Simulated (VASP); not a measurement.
# P (Cmce) in VASP: notebook

The runs below take P through single point, with PBE.

Everything below comes from runs of VASP 6.6.1. Logs are shortened: lines on timing, memory, paths and dates and some standing lists are left out, and cuts for length are marked.

**1. The cell of the first run**

The structure is orthorhombic, space group Cmce (No. 64). The conventional cell has a = 3.312 Å, b = 11.280 Å, c = 4.558 Å, α = 90.00°, β = 90.00°, γ = 90.00°. Within 2.9 Å of P (site symmetry m) lie 3 P at 2.23 to 2.26 Å.

**2. Single point, PBE**

INCAR

```
SYSTEM = P
ALGO = Normal
EDIFF = 1E-7
ENCUT = 520
GGA = PE
ISIF = 2
ISMEAR = -1
LASPH = .True.
LCHARG = .False.
LREAL = .False.
LWAVE = .False.
NBANDS = 18
NELM = 60
PREC = Accurate
SIGMA = 0.05
```

KPOINTS

```
k-points
0
Gamma
  8 8 6
  0 0 0
```

POSCAR

```
P
1.0
    1.6561387223     -5.6398848357      0.0000000000
    1.6561387223      5.6398848357      0.0000000000
    0.0000000000      0.0000000000      4.5582972479
P
4
Direct
    0.9058698295      0.0941301705      0.5862460577
    0.0941301705      0.9058698295      0.4137539423
    0.5941301705      0.4058698295      0.0862460577
    0.4058698295      0.5941301705      0.9137539423
```

Potentials or basis: VASP PAW PBE potentials, release 64 (P).

Command:

```bash
$ cat potpaw_PBE.64/P/POTCAR > POTCAR
$ mpirun -np 1 vasp_std > vasp.out
```

OUTCAR:

```text
SYSTEM = P
   EDIFF = 1E-7
   ENCUT = 520
   GGA = PE
   ISIF = 2
   ISMEAR = -1
   LASPH = .True.
   LREAL = .False.
   NELM = 60
   PREC = Accurate

 ion  position               nearest neighbor table
   1  0.906  0.094  0.586-   4 2.23   4 2.23   2 2.26
   2  0.094  0.906  0.414-   3 2.23   3 2.23   1 2.26
   3  0.594  0.406  0.086-   2 2.23   2 2.23   4 2.26
   4  0.406  0.594  0.914-   1 2.23   1 2.23   3 2.26

  LATTYP: Found a base centered orthorhombic cell.
 ALAT       =     3.3122774446
 B/A-ratio  =     3.4054422856
 C/A-ratio  =     1.3761821961

  Lattice vectors:

 A1 = (   1.6561387223,  -5.6398848357,   0.0000000000)
 A2 = (   1.6561387223,   5.6398848357,   0.0000000000)
 A3 = (   0.0000000000,   0.0000000000,   4.5582972479)

Analysis of symmetry for initial positions (statically):
=====================================================================
 Subroutine PRICEL returns:
 Original cell was already a primitive cell.

 Routine SETGRP: Setting up the symmetry group for a
 base centered orthorhombic supercell.

 Subroutine GETGRP returns: Found  8 space group operations
 (whereof  4 operations were pure point group operations)
 out of a pool of  8 trial point group operations.

The static configuration has the point symmetry C_2h.
 The point group associated with its full space group is D_2h.

Analysis of symmetry for dynamics (positions and initial velocities):
=====================================================================
 Subroutine PRICEL returns:
 Original cell was already a primitive cell.

 Routine SETGRP: Setting up the symmetry group for a
 base centered orthorhombic supercell.

 Subroutine GETGRP returns: Found  8 space group operations
 (whereof  4 operations were pure point group operations)
 out of a pool of  8 trial point group operations.

The dynamic configuration has the point symmetry C_2h.
 The point group associated with its full space group is D_2h.

 Subroutine INISYM returns: Found  8 space group operations
 (whereof  4 operations are pure point group operations),
 and found     1 'primitive' translations

----------------------------------------------------------------------------------------

                                     Primitive cell

  volume of cell :      85.1529

  direct lattice vectors                    reciprocal lattice vectors
[... 84 lines left out ...]
   ICHARG =      2    charge: 1-file 2-atom 10-const
   ISPIN  =      1    spin polarized calculation?
   LNONCOLLINEAR =      F non collinear calculations
   LSORBIT =      F    spin-orbit coupling
   LASPH  =      T    aspherical Exc in radial PAW
   ENCUT  =  520.0 eV  38.22 Ry    6.18 a.u.  10.93 10.93  8.48*2*pi/ulx,y,z
   NELM   =     60;   NELMIN=  2; NELMDL= -5     # of ELM steps
   EDIFF  = 0.1E-06   stopping-criterion for ELM
   LREAL  =      F    real-space projection
   EDIFFG = 0.1E-05   stopping-criterion for IOM
   NSW    =      0    number of steps for IOM
   IBRION =     -1    ionic relax: 0-MD 1-quasi-New 2-CG
   NFREE  =      0    steps in history (QN), initial steepest desc. (CG)
   ISIF   =      2    stress and relaxation
   ISYM   =      2    0-nonsym 1-usesym 2-fastsym
   POTIM  = 0.5000    time-step for ionic-motion
   TEBEG  =    0.0;   TEEND  =   0.0 temperature during run
   PSTRESS=    0.0 pullay stress
   NELECT =      20.0000    total number of electrons
   NUPDOWN=      -1.0000    fix difference up-down
   EMIN   =  10.00;   EMAX   =-10.00  energy-range for DOS
   EFERMI =   0.00;   METHOD = LEGACY
   ISMEAR =    -1;   SIGMA  =   0.05  broadening in eV -4-tet -1-fermi 0-gaus
   EFERMI_NEDOS =   21; number of points for ismear=-14 and -15
   IALGO  =     38    algorithm
   IMIX   =      4    mixing-type and parameters
     AMIX     =   0.40;   BMIX     =  1.00
     AMIX_MAG =   1.60;   BMIX_MAG =  1.00
  volume/ion in A,a.u.               =      21.29       143.66
  Fermi-wavevector in a.u.,A,eV,Ry     =   1.010070  1.908756 13.881237  1.020242
  Thomas-Fermi vector in A             =   2.143037
   LORBIT       =      0    0 simple, 1 ext, 2 COOP (PROOUT), +10 PAW based schemes
   GGA     = PE    functional components
   LHFCALC =     F    Hartree Fock is set to
   AEXX    =    0.0000 exact exchange contribution
   IVDW    =     0    specifies the selected vdW correction
   LEPSILON=     F    determine dielectric tensor
   LRPA    =     F    only Hartree local field effects (RPA)
 non-spin polarized calculation
  energy-cutoff  :      520.00
  volume of cell :       85.15
 maximum number of plane-waves:      2309
 NGX is ok and might be reduce to    48
   NGX = 21   NGY = 21   NGZ = 17

 number of electron      19.9999998 magnetization

 Free energy of the ion-electron system (eV)
  ---------------------------------------------------
  ext. energy  EPLUGINS =         0.00000000
  ---------------------------------------------------
  free energy    TOTEN  =       -21.50560003 eV

  energy without entropy =      -21.50526322  energy(sigma->0) =      -21.50543163

 E-fermi :   5.4068     XC(G=0):  -9.2307

 val. band max:        5.3327088633   @ k =   0.5000   0.5000   0.0000
 cond. band min:       5.4736673784   @ k =   0.5000   0.5000   0.0000
 fundamental gap:      0.1409585151
 Fermi energy:         5.4068000542

 k-point     1 :       0.0000    0.0000    0.0000
  band No.  band energies     occupation
      1     -10.1206      2.00000
      2      -7.4637      2.00000
      3      -4.2406      2.00000
      4      -1.1194      2.00000
      5       0.3651      2.00000
      6       0.5969      2.00000
[... 481 lines left out ...]
      5      -0.6326      2.00000
      6      -0.2106      2.00000
[... 10 lines left out ...]
     17      11.0368      0.00000
     18      12.1225      0.00000

 [... further k-points ...]
[... 5 lines left out ...]
  --------------------------------------------------------------------------------------
  -------------------------------------------------------------------------------------
  Total       -0.1850570     -0.1890291     -0.1915980      0.0000000      0.0000000      0.0000000
  in kB       -3.4819018     -3.5566377     -3.6049722      0.0000000      0.0000000      0.0000000
  external PRESSURE =      -3.5478372 kB  Pullay stress =       0.0000000 kB

 VOLUME and BASIS-vectors are now :
 -----------------------------------------------------------------------------
  energy-cutoff  :      520.00
  volume of cell :       85.15
      direct lattice vectors                 reciprocal lattice vectors
     1.656138722 -5.639884836  0.000000000     0.301907077 -0.088654293  0.000000000
     1.656138722  5.639884836  0.000000000     0.301907077  0.088654293  0.000000000
     0.000000000  0.000000000  4.558297248     0.000000000  0.000000000  0.219380164

 POSITION                                       TOTAL-FORCE (eV/Angst)
 -----------------------------------------------------------------------------------
      1.65614     -4.57812      2.67228         0.000000     -0.044964      0.042298
      1.65614      4.57812      1.88601         0.000000      0.044964     -0.042298
      1.65614     -1.06177      0.39314         0.000000      0.044964      0.042298
      1.65614      1.06177      4.16516         0.000000     -0.044964     -0.042298
 -----------------------------------------------------------------------------------
    total drift:                                0.000000      0.000000     -0.000000

  FREE ENERGIE OF THE ION-ELECTRON SYSTEM (eV)
  ---------------------------------------------------
  free  energy   TOTEN  =       -21.5056000265 eV

  energy  without entropy=      -21.5052632240  energy(sigma->0) =      -21.50543163
```

It took 2 min on 1 thread of AMD EPYC 9R45 (Zen 5), shared host; peak memory 0.27 GiB.

What came out:

| Item | Value |
| --- | --- |
| Free energy | -21.5056 eV |
| Pressure | -0.4 GPa |
| Largest force | 0.062 eV/Å |
| Band gap on the k mesh | 0.14 eV |

Forces on the atoms (eV/Å):
```
P    0.000 -0.045  0.042
P    0.000  0.045 -0.042
P    0.000  0.045  0.042
P    0.000 -0.045 -0.042
```

Levels at points of the mesh, in eV from the valence-band top:
```csv
k point,band 8,band 9,band 10,band 11,band 12,band 13
"(0.00, 0.00, 0.00)",-2.60,-2.28,-0.99,0.76,1.24,2.11
"(0.50, 0.00, 0.00)",-3.21,-2.48,-2.48,0.78,0.78,1.55
"(0.50, 0.50, 0.00)",-2.16,-1.60,0.00,0.14,1.05,2.27
"(0.00, 0.00, 0.50)",-2.99,-1.50,-1.50,1.59,1.59,2.99
"(0.50, 0.00, 0.50)",-5.16,-1.70,-1.70,1.83,1.83,3.52
"(0.50, 0.50, 0.50)",-2.77,-1.77,-1.77,1.56,1.56,2.58
```

**3. Single point, PBE**

INCAR

```
  ALGO = Normal
  EDIFF = 1E-6
  ENCUT = 520
  GGA = PE
  ISIF = 2
  ISMEAR = -1
  LASPH = T
  LCHARG = F
  LREAL = F
  LWAVE = F
  NBANDS = 18
  NELM = 60
  PREC = Accurate
  SIGMA = 0.05
```

KPOINTS

```
k-points
0
Gamma
  8 8 6
```

POSCAR

```
P
1.0
    1.6557300792     -5.6416445862      0.0000000000
    1.6557300792      5.6416445862      0.0000000000
    0.0000000000      0.0000000000      4.5598947171
P
4
Direct
    0.9059656605      0.0940343395      0.5864421267
    0.0940343395      0.9059656605      0.4135578733
    0.5940343395      0.4059656605      0.0864421267
    0.4059656605      0.5940343395      0.9135578733
```

Potentials or basis: VASP PAW PBE potentials, release 64 (P).

Command:

```bash
$ cat potpaw_PBE.64/P/POTCAR > POTCAR
$ mpirun -np 1 vasp_std > vasp.out
```

It took 89 s on 1 thread of AMD EPYC 9R45 (Zen 5), shared host; peak memory 0.27 GiB.

The run converged. Its results:

| Item | Value |
| --- | --- |
| Free energy | -21.5058 eV |
| Pressure | -0.3 GPa |
| Largest force | 0.048 eV/Å |
| Band gap on the k mesh | 0.15 eV |

Forces on the atoms (eV/Å):
```
P    0.000 -0.038  0.029
P    0.000  0.038 -0.029
P    0.000  0.038  0.029
P    0.000 -0.038 -0.029
```

Levels at points of the mesh, in eV from the valence-band top:
```csv
k point,band 6,band 7,band 8,band 9,band 10,band 11,band 12,band 13,band 14,band 15
"(0.00, 0.00, 0.00)",-4.74,-3.79,-2.60,-2.28,-0.99,0.76,1.23,2.11,2.91,5.42
"(0.50, 0.00, 0.00)",-5.31,-3.21,-3.21,-2.48,-2.48,0.78,0.78,1.56,1.56,3.32
"(0.50, 0.50, 0.00)",-5.29,-3.86,-2.16,-1.60,0.00,0.15,1.05,2.27,2.83,5.13
"(0.00, 0.00, 0.50)",-4.11,-2.99,-2.99,-1.50,-1.50,1.59,1.59,3.00,3.00,4.49
"(0.50, 0.00, 0.50)",-5.40,-5.16,-5.16,-1.70,-1.70,1.83,1.83,3.51,3.51,5.05
"(0.50, 0.50, 0.50)",-3.01,-2.77,-2.77,-1.77,-1.77,1.56,1.56,2.58,2.58,3.18
```

A k mesh can miss the band edges.

**4. Single point, PBE**

INCAR

```
PREC = Accurate ; ENCUT = 520
EDIFF = 1E-6 ; ISMEAR = -1
SIGMA = 0.05 ; LREAL = F
LASPH = T ; NELM = 100
ALGO = Normal ; ISIF = 2
LWAVE = F ; LCHARG = T
GGA = PE ; LELF = T
LVHAR = T ; NBANDS = 18
```

KPOINTS

```
Automatic mesh
0
Gamma
  8 8 6
```

POSCAR

```
P
1.0
    1.6559151550     -5.6389907115      0.0000000000
    1.6559151550      5.6389907115      0.0000000000
    0.0000000000      0.0000000000      4.5581162188
P
4
Direct
    0.9058694985      0.0941305015      0.5862635241
    0.0941305015      0.9058694985      0.4137364759
    0.5941305015      0.4058694985      0.0862635241
    0.4058694985      0.5941305015      0.9137364759
```

Command:

```bash
$ cat potpaw_PBE.64/P/POTCAR > POTCAR
$ mpirun -np 1 vasp_std > vasp.out
```

It took 96 s on 1 thread of AMD EPYC 9R45 (Zen 5), shared host; peak memory 0.27 GiB.

It converged, with:

```yaml
Free_energy: -21.5057 eV
Pressure: -0.3 GPa
Largest_force: 0.058 eV/Å
Band_gap_on_the_k_mesh: 0.14 eV
```

Forces on the atoms (eV/Å):
```
P    0.000 -0.043  0.040
P    0.000  0.043 -0.040
P    0.000  0.043  0.040
P    0.000 -0.043 -0.040
```

Levels at points of the mesh, in eV from the valence-band top:
```tsv
k point	band 8	band 9	band 10	band 11	band 12	band 13
(0.00, 0.00, 0.00)	-2.60	-2.28	-0.99	0.76	1.24	2.11
(0.50, 0.00, 0.00)	-3.21	-2.48	-2.48	0.78	0.78	1.55
(0.50, 0.50, 0.00)	-2.16	-1.61	0.00	0.14	1.05	2.27
(0.00, 0.00, 0.50)	-2.99	-1.50	-1.50	1.59	1.59	2.99
(0.50, 0.00, 0.50)	-5.16	-1.70	-1.70	1.83	1.83	3.52
(0.50, 0.50, 0.50)	-2.77	-1.77	-1.77	1.56	1.56	2.58
```

A k mesh can miss the band edges.

**5. The runs side by side**

| cell | gap on the mesh (eV) | pressure (GPa) | largest force (eV/Å) |
| --- | --- | --- | --- |
| a = 5.878, b = 5.878, c = 4.558 Å, angles 90.0, 90.0, 147.3°, 4 atoms, atomic positions A | 0.14 | -0.4 | 0.06 |
| a = 5.880, b = 5.880, c = 4.560 Å, angles 90.0, 90.0, 147.3°, 4 atoms, atomic positions B | 0.15 | -0.3 | 0.05 |
| a = 5.877, b = 5.877, c = 4.558 Å, angles 90.0, 90.0, 147.3°, 4 atoms, atomic positions A | 0.14 | -0.3 | 0.06 |

Alike in all rows: task single point; level PBE; potentials or basis VASP PAW PBE potentials, release 64 (P); no spin polarisation; k mesh 8 × 8 × 6; cutoff (eV) 520; smearing fermi-dirac 0.05 eV.

Total energies depend on the potentials used, so only differences within one code and one set of settings carry meaning.
